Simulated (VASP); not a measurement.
Write the native input for VASP 6.6.1 that does the following.

```
Task                   : relaxation of cell and atoms
Functional             : PBE
Potentials or basis    : VASP PAW PBE potentials, release 64 (W_sv, C, F)
Cutoff                 : 600 eV
k mesh                 : 12 × 12 × 12
Occupations            : gaussian, width 0.1 eV
Spin                   : no spin polarisation
Dipole correction      : no
Further INCAR settings : ALGO = Normal; EDIFF = 1e-06; IBRION = 2; EDIFFG = -0.01; NSW = 100; ISIF = 3
```

The structure of WCF2 lies in POSCAR:

```
WCF2
1.0
    4.0120000000      0.0000000000      0.0000000000
    0.0000000000      4.0120000000      0.0000000000
    0.0000000000      0.0000000000      4.0120000000
W C F
1 1 2
Direct
    0.0000000000      0.0000000000      0.0000000000
    0.0000000000      0.0000000000      0.5000000000
    0.5000000000      0.0000000000      0.0000000000
    0.0000000000      0.5000000000      0.0000000000
```

The input as run:

INCAR

```
  PREC = Accurate
  ENCUT = 600
  EDIFF = 1E-6
  ISMEAR = 0
  SIGMA = 0.1
  LREAL = False
  LASPH = True
  NELM = 100
  ALGO = Normal
  ISIF = 3
  LWAVE = False
  LCHARG = False
  GGA = PE
  IBRION = 2
  NSW = 100
  EDIFFG = -0.01
```

KPOINTS

```
regular mesh
0
Gamma
  12 12 12
```

Potentials or basis: VASP PAW PBE potentials, release 64 (W_sv, C, F).

The run is started by

```bash
$ cat potpaw_PBE.64/W_sv/POTCAR potpaw_PBE.64/C/POTCAR potpaw_PBE.64/F/POTCAR > POTCAR
$ mpirun -np 1 vasp_std > vasp.out
```

Results of the run:

The relaxed volume is 16.27 Å³/atom. The relaxed cell is a = 4.071 Å, b = 4.071 Å, c = 3.927 Å, α = 90.00°, β = 90.00°, γ = 90.00° and the space group after relaxing (to 0.05 Å) is P4/mmm (No. 123). The energy gained by relaxing is 15.1 meV/atom. The ionic steps are 5. The pressure after relaxing is 0.0 GPa. The band gap on the k mesh is zero (band 16 reaches 3.03 eV, above the bottom of band 17 at 1.74 eV).

Caveat: spin-orbit coupling is left out, which moves the levels of the heavy elements.

Wall time 7.2 min on 1 thread of AMD EPYC 9R45 96-Core Processor (Zen 5), with other jobs on the host, peak memory 0.4 GiB.
